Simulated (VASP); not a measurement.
Input of a VASP 6.6.1 run:

File POSCAR:

```
NaH
1.0
    0.0000000000      2.5969210608      2.5969210608
    2.5969210608      0.0000000000      2.5969210608
    2.5969210608      2.5969210608      0.0000000000
Na H
1 1
Direct
    0.0000000000      0.0000000000      0.0000000000
    0.2500000000      0.2500000000      0.2500000000
```

The input INCAR.step1:

```
PREC = Accurate
ENCUT = 520
ISMEAR = 0
SIGMA = 0.01
LREAL = False
LASPH = True
NELM = 100
NBANDS = 11
GGA = PE
ALGO = Normal
EDIFF = 1E-4
LWAVE = True
LCHARG = False
```

Contents of INCAR.step2:

```
PREC = Accurate
ENCUT = 520
EDIFF = 1E-6
ISMEAR = 0
SIGMA = 0.01
LREAL = False
LASPH = True
NELM = 100
ALGO = Normal
ISIF = 2
LWAVE = False
LCHARG = False
METAGGA = R2SCAN
LMIXTAU = True
NBANDS = 11
ISTART = 1
```

Contents of KPOINTS:

```
regular mesh
0
Gamma
  8 8 8
```

Potentials or basis: VASP PAW PBE potentials, release 64 (Na_pv, H).

The run is started by

```bash
$ cat potpaw_PBE.64/Na_pv/POTCAR potpaw_PBE.64/H/POTCAR > POTCAR
$ cp INCAR.step1 INCAR
$ mpirun -np 1 vasp_std > vasp.out
$ cp INCAR.step2 INCAR
$ mpirun -np 1 vasp_std > vasp.out
```

(1) Estimate the band gap on the k mesh.

(2) What does it give for the pressure?

## Answers

(1) 4.05 eV, indirect (least direct gap 4.74 eV).

(2) -0.2 GPa.

Caveat: the PAW data sets were made with another functional, which shifts forces and pressure a little.
